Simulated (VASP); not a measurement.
Write the native input for VASP 6.6.1 that does the following.

* Task: single point
* Functional: PBEsol
* Potentials or basis: VASP PAW PBE potentials, release 64 (Te)
* Cutoff: 520 eV
* k mesh: 12 × 12 × 8
* Occupations: gaussian, width 0.1 eV
* Spin: no spin polarisation
* Dipole correction: no
* Further INCAR settings: ALGO = Normal; EDIFF = 1e-06; NBANDS = 20

The structure of Te lies in POSCAR:

```
Te
1.0
    5.1602135957      0.0000000000      0.0000000000
   -2.5801067978      4.4688760628      0.0000000000
    0.0000000000      0.0000000000      6.1447348578
Te
4
Direct
    0.0000000000      0.0000000000      0.2500000000
    0.0000000000      0.0000000000      0.7500000000
    0.3333333333      0.6666666667      0.7500000000
    0.6666666667      0.3333333333      0.2500000000
```

This isn't the form of Te at room conditions, which is trigonal, of chains.

The input as run:

INCAR

```
  PREC = Accurate
  ENCUT = 520
  EDIFF = 1E-6
  ISMEAR = 0
  SIGMA = 0.1
  LREAL = F
  LASPH = T
  NELM = 60
  ALGO = Normal
  ISIF = 2
  LWAVE = F
  LCHARG = T
  GGA = PS
  LELF = T
  LVHAR = T
  NBANDS = 20
```

KPOINTS

```
Automatic mesh
0
Gamma
  12 12 8
```

Potentials or basis: VASP PAW PBE potentials, release 64 (Te).

Run with:

```sh
$ cat potpaw_PBE.64/Te/POTCAR > POTCAR
$ mpirun -np 1 vasp_std > vasp.out
```

It gave:

```json
{
  "Pressure": "0.0 GPa",
  "Band gap on the k mesh": "zero (bands 12 and 13 overlap by 1.78 eV)"
}
```

Caveat: the PAW data sets were made with another functional, which shifts forces and pressure a little; spin-orbit coupling is left out, which moves the levels of the heavy elements.

Wall time 5.7 min on 1 thread of Intel Xeon 8259CL, on a shared host, peak memory 0.39 GiB.
